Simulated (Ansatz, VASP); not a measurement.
## One calculation of AlP, two programs

POSCAR

```
AlP
1.0
    0.0000000000      2.7320000000      2.7320000000
    2.7320000000      0.0000000000      2.7320000000
    2.7320000000      2.7320000000      0.0000000000
Al P
1 1
Direct
    0.0000000000      0.0000000000      0.0000000000
    0.2500000000      0.2500000000      0.2500000000
```

Contents of INCAR.step1:

```
ALGO = Normal ; EDIFF = 1E-5
EDIFFG = -0.005 ; ENCUT = 550
GGA = PE ; GGA_COMPAT = False
IBRION = 2 ; ISIF = 3
ISMEAR = 0 ; LASPH = True
LCHARG = False ; LREAL = False
LWAVE = True ; NELM = 120
NELMIN = 4 ; NSW = 100
PREC = Accurate ; SIGMA = 0.02
```

File INCAR.step2:

```
ALGO = Normal ; EDIFF = 1E-7
EDIFFG = -0.002 ; ENCUT = 550
GGA_COMPAT = False ; IBRION = 2
ISIF = 3 ; ISMEAR = 0
ISTART = 1 ; LASPH = True
LCHARG = False ; LMIXTAU = True
LREAL = False ; LWAVE = False
METAGGA = R2SCAN ; NELM = 120
NELMIN = 4 ; NSW = 100
PREC = Accurate ; SIGMA = 0.02
```

KPOINTS

```
k-points
0
Gamma
  8 8 8
```

Input for Ansatz:

```yaml
crystal:
  lattice:
    - [0.0, 2.732, 2.732]
    - [2.732, 0.0, 2.732]
    - [2.732, 2.732, 0.0]
  atoms:
    - { symbol: Al, position: [0.0, 0.0, 0.0] }
    - { symbol: P, position: [0.25, 0.25, 0.25] }
basis:
  ecutwfc: 500
kpoints:
  mp_grid: { grid: [8, 8, 8] }
hamiltonian:
  xc: r2scan
scf:
  occupations: { method: gaussian, width: 0.02 }
output:
  forces: true
  stress: true
  eigenvalues: true
  write_density: true
  write_potential: true
  elf: true
  volumetric_format: npy
relax:
  adjacent_minimum: "off"
  f_tol: 0.002
  max_steps: 80
  cell: { stress_tol: 0.02 }
```

Alike in both runs: task relaxation of cell and atoms; functional r2SCAN; k mesh 8 × 8 × 8; occupations gaussian, width 0.02 eV; no spin polarisation.

|  | VASP | Ansatz |
| --- | --- | --- |
| version | VASP 6.6.1 | Ansatz 0.2.0 |
| potentials or method | VASP PAW PBE potentials, release 64 (Al, P), cutoff 550 eV | scalar-relativistic, plane waves, PAW |
| valence electrons in the cell | 8 | 8 |

Ansatz gave:

| Item | Value |
| --- | --- |
| gap on the k mesh at the Fermi level, each at its own relaxed structure (eV) | 1.93 |
| relaxed volume (Å³/atom) | 20.56 |
| relaxed cell length with the largest relative difference (Å) | 3.874 |

Question: Estimate VASP's values.

Answer: gap on the k mesh at the Fermi level, each at its own relaxed structure (eV): 1.92; relaxed volume (Å³/atom): 20.49; relaxed cell length with the largest relative difference (Å): 3.870.

VASP's potentials were made for PBE, not for r2SCAN.
